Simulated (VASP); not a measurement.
# RbBr: single point with PBEsol

RbBr:

```xyz
2
Lattice="4.0160 0.0000 0.0000 0.0000 4.0160 0.0000 0.0000 0.0000 4.0702" Properties=species:S:1:pos:R:3 pbc="T T T"
Rb   -0.1594    0.0000    0.0000
Br    2.1785    2.0080    2.0351
```

```yaml
Program: VASP 6.6.1
Task: single point
Functional: PBEsol
Potentials_or_basis: VASP PAW PBE potentials, release 64 (Rb_sv, Br)
Cutoff: 520 eV
k_mesh: 6 × 6 × 6
Occupations: gaussian, width 0.05 eV
Spin: no spin polarisation
Dipole_correction: no
Further_INCAR_settings: ALGO = Normal; EDIFF = 1e-06; NBANDS = 15
```

```json
{
  "Pressure": "1.3 GPa",
  "Largest force": "0.344 eV/Å",
  "Band gap on the k mesh": "4.14 eV, indirect (least direct gap 4.28 eV)"
}
```

Forces on the atoms (eV/Å):
```
Rb   0.344  0.000  0.000
Br  -0.344  0.000  0.000
```

Stress tensor (GPa, compression positive):
```
1.13 0.00 0.00
0.00 1.53 0.00
0.00 0.00 1.14
```

Levels at points of the mesh, in eV from the valence-band top:
| k point | band 6 | band 7 | band 8 | band 9 | band 10 | band 11 |
| --- | --- | --- | --- | --- | --- | --- |
| (0.00, 0.00, 0.00) | -0.22 | -0.20 | -0.15 | 4.14 | 5.31 | 5.66 |
| (0.50, 0.00, 0.00) | -1.94 | -0.32 | -0.24 | 6.63 | 7.31 | 8.04 |
| (0.00, 0.50, 0.00) | -1.94 | -0.38 | -0.19 | 6.67 | 7.14 | 7.87 |
| (0.50, 0.50, 0.00) | -1.18 | -1.15 | -0.11 | 5.26 | 6.09 | 7.87 |
| (0.00, 0.00, 0.50) | -1.93 | -0.31 | -0.20 | 6.65 | 7.11 | 7.76 |
| (0.50, 0.00, 0.50) | -1.16 | -1.15 | -0.04 | 5.23 | 6.20 | 7.99 |
| (0.00, 0.50, 0.50) | -1.15 | -1.11 | 0.00 | 5.25 | 6.36 | 8.03 |
| (0.50, 0.50, 0.50) | -1.54 | -1.51 | -1.49 | 7.91 | 7.94 | 8.44 |

Run time: 20 s on 1 thread of Intel(R) Xeon(R) 6975P-C (Granite Rapids) (shared host), peak memory 0.2 GiB.

Caveat: the PAW data sets were made with another functional, which shifts forces and pressure a little. A k mesh can miss the band edges.
